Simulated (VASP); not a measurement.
Here is a VASP 6.6.1 calculation.

INCAR

```
SYSTEM = Na
ALGO = Normal
DIPOL = 0.5 0.5 0.463
EDIFF = 1E-6
ENCUT = 520
GGA = PE
IDIPOL = 3
ISIF = 2
ISMEAR = 0
IVDW = 12
LASPH = .TRUE.
LCHARG = .FALSE.
LDIPOL = .TRUE.
LREAL = Auto
LWAVE = .FALSE.
NBANDS = 70
NELM = 80
PREC = Accurate
SIGMA = 0.1
```

KPOINTS

```
k-points
0
G
  3 3 1
  0 0 0
```

Contents of POSCAR:

```
Na
1.0
    8.1558973628      0.0000000000      0.0000000000
    0.0000000000      8.1558973628      0.0000000000
    0.0000000000      0.0000000000     24.1169230221
Na
16
Direct
    0.2500000000      0.7500000000      0.3317172756
    0.2500000000      0.2500000000      0.3317172756
    0.7500000000      0.7500000000      0.3317172756
    0.7500000000      0.2500000000      0.3317172756
    0.5000000000      0.5000000000      0.4162626522
    0.5000000000      0.0000000000      0.4162626522
    0.0000000000      0.5000000000      0.4162626522
    0.0000000000      0.0000000000      0.4162626522
    0.7500863908      0.2543023243      0.5034018454
    0.7502599452      0.7519338905      0.5030122037
    0.2507277159      0.2489806381      0.5069699714
    0.2505426891      0.7527056374      0.5082130413
   -0.0033429613     -0.0017402182      0.6011750077
   -0.0111390281      0.5002557589      0.5972410589
    0.5061905641      0.0000138200      0.6011223641
    0.5115180390      0.4997531260      0.5972439938
```

Potentials or basis: VASP PAW PBE potentials, release 64 (Na_pv).

Launch:

```console
$ cat potpaw_PBE.64/Na_pv/POTCAR > POTCAR
$ mpirun -np 1 vasp_std > vasp.out
```

(1) Predict the largest force.

(2) Estimate the dispersion energy per atom.

## Answers

(1) 0.079 eV/Å.

(2) -0.113 eV.
